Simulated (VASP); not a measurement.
**In: single point with PBE0**

Crystal: In.

```
In
1.0
    -1.59229    1.59229    2.42320
     1.59229   -1.59229    2.42320
     1.59229    1.59229   -2.42320
In
1
Direct
  0.00000 0.00000 0.00000
```

```
Program                            : VASP 6.6.1
Task                               : single point
Functional                         : PBE0
Potentials or basis                : VASP PAW PBE potentials, release 64 (In_d)
Cutoff                             : 520 eV
k mesh                             : 6 × 6 × 6
Occupations                        : fermi-dirac, width 0.05 eV
Spin                               : no spin polarisation
Dipole correction                  : no
Grid for exact exchange (PRECFOCK) : Normal
Further INCAR settings             : ALGO = Normal; EDIFF = 1e-06; NBANDS = 12
```

The pressure is 2.5 GPa.

Stress tensor (GPa, compression positive):
```
 4.26  0.00  0.00
 0.00  4.26  0.00
 0.00  0.00 -1.02
```

Levels at points of the mesh, in eV from the Fermi level:
```
           k point  band 4  band 5  band 6  band 7  band 8  band 9
(0.00, 0.00, 0.00)  -17.18  -17.04  -11.87   12.37   12.37   12.58
(0.50, 0.00, 0.00)  -16.94  -16.90   -5.38   -4.71    9.00   10.84
(0.50, 0.50, 0.00)  -16.92  -16.81   -2.96   -1.93    4.40    4.86
(0.50, 0.50, 0.50)  -16.89  -16.89   -3.73   -3.53    5.73    5.73
```

Wall time 31 min on 1 thread of Intel(R) Xeon(R) Platinum 8259CL CPU @ 2.50GHz (Skylake/Cascade Lake), on a shared host, peak memory 0.17 GiB.

Caveat: the k points lie up to 0.47 Å⁻¹ apart; the PAW data sets were made with another functional, which shifts forces and pressure a little; spin-orbit coupling is left out, which moves the levels of the heavy elements.
